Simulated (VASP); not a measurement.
# GePt: single point with PBE

GePt:

```xyz
8
Lattice="5.8379 0.0000 0.0000 0.0000 3.7403 0.0000 0.0000 0.0000 6.1736" Properties=species:S:1:pos:R:3 pbc="T T T"
Ge    1.0852    0.9351    3.6289
Ge    1.8338    2.8052    0.5421
Ge    4.0041    0.9351    5.6315
Ge    4.7527    2.8052    2.5447
Pt    5.8247    0.9351    1.1864
Pt    2.9321    2.8052    4.2732
Pt    2.9058    0.9351    1.9005
Pt    0.0132    2.8052    4.9873
```

```yaml
Program: VASP 6.6.1
Task: single point
Functional: PBE
Potentials_or_basis: VASP PAW PBE potentials, release 64 (Ge_d, Pt)
Cutoff: 520 eV
k_mesh: 4 × 6 × 4
Occupations: gaussian, width 0.05 eV
Spin: no spin polarisation
Dipole_correction: no
Further_INCAR_settings: ALGO = Normal; EDIFF = 1e-07; NBANDS = 58
```

```
Pressure               : 0.1 GPa
Largest force          : 0.017 eV/Å
Band gap on the k mesh : zero (band 48 reaches 9.79 eV, above the bottom of band 49 at 8.65 eV)
```

Forces on the atoms (eV/Å):
```
Ge  -0.010  0.000 -0.013
Ge   0.010  0.000 -0.013
Ge  -0.010  0.000  0.013
Ge   0.010  0.000  0.013
Pt   0.013  0.000  0.010
Pt  -0.013  0.000  0.010
Pt   0.013  0.000 -0.010
Pt  -0.013  0.000 -0.010
```

Stress tensor (GPa, compression positive):
```
0.10 0.00 0.00
0.00 0.11 0.00
0.00 0.00 0.01
```

Levels at points of the mesh, in eV from the Fermi level:
| k point | band 45 | band 46 | band 47 | band 48 | band 49 | band 50 | band 51 | band 52 |
| --- | --- | --- | --- | --- | --- | --- | --- | --- |
| (0.00, 0.00, 0.00) | -2.34 | -1.35 | -1.25 | -0.90 | 0.64 | 0.80 | 3.04 | 3.24 |
| (0.50, 0.00, 0.00) | -2.34 | -2.34 | -0.02 | -0.02 | 1.38 | 1.38 | 2.25 | 2.25 |
| (0.00, 0.50, 0.00) | -2.38 | -2.38 | -1.50 | -1.50 | -0.13 | -0.13 | 2.04 | 2.04 |
| (0.50, 0.50, 0.00) | -1.78 | -1.78 | -1.78 | -1.78 | 0.60 | 0.60 | 0.60 | 0.60 |
| (0.00, 0.00, 0.50) | -1.74 | -1.74 | 0.00 | 0.00 | 1.15 | 1.15 | 1.82 | 1.82 |
| (0.50, 0.00, 0.50) | -1.28 | -1.28 | 0.70 | 0.70 | 1.73 | 1.73 | 2.67 | 2.67 |
| (0.00, 0.50, 0.50) | -2.34 | -2.34 | -2.03 | -2.03 | 0.48 | 0.48 | 0.98 | 0.98 |
| (0.50, 0.50, 0.50) | -2.33 | -2.33 | -2.33 | -2.33 | 2.41 | 2.41 | 2.41 | 2.41 |

Wall time 4.1 min on 1 thread of Intel(R) Xeon(R) Platinum 8259CL CPU @ 2.50GHz (Skylake/Cascade Lake) (shared host), peak memory 0.37 GiB.

Caveat: spin-orbit coupling is left out, which moves the levels of the heavy elements.
